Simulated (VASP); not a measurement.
A run of VASP 6.6.1:

File INCAR:

```
SYSTEM = AlNi3
ALGO = Normal ; EDIFF = 1E-7
ENCUT = 520 ; GGA = PE
ISIF = 2 ; ISMEAR = 0
ISPIN = 2 ; LASPH = .TRUE.
LCHARG = .TRUE. ; LELF = .TRUE.
LMAXMIX = 4 ; LORBIT = 11
LREAL = .FALSE. ; LVHAR = .TRUE.
LWAVE = .FALSE. ; MAGMOM = 0 -0.3 -0.3 -0.3
NBANDS = 28 ; NELM = 150
PREC = Accurate ; SIGMA = 0.1
```

KPOINTS

```
k-points
0
G
  14 14 14
  0 0 0
```

File POSCAR:

```
AlNi3
1.0
    3.4179667195      0.0000000000      0.0000000000
    0.0000000000      3.4179667195      0.0000000000
    0.0000000000      0.0000000000      3.4179667195
Al Ni
1 3
Direct
    0.0000000000      0.0000000000      0.0000000000
    0.0000000000      0.5000000000      0.5000000000
    0.5000000000      0.0000000000      0.5000000000
    0.5000000000      0.5000000000      0.0000000000
```

Potentials or basis: VASP PAW PBE potentials, release 64 (Al, Ni).

The run is started by

```sh
$ cat potpaw_PBE.64/Al/POTCAR potpaw_PBE.64/Ni/POTCAR > POTCAR
$ mpirun -np 1 vasp_std > vasp.out
```

Hardware: 1 thread of Intel(R) Xeon(R) 6975P-C (Granite Rapids) (shared host).

Task: Estimate the wall time of this run.

Result: Wall time 2.5 min on 1 thread of Intel(R) Xeon(R) 6975P-C (Granite Rapids), on a shared host, peak memory 0.31 GiB. Counts: scf iterations 21, k points 120.
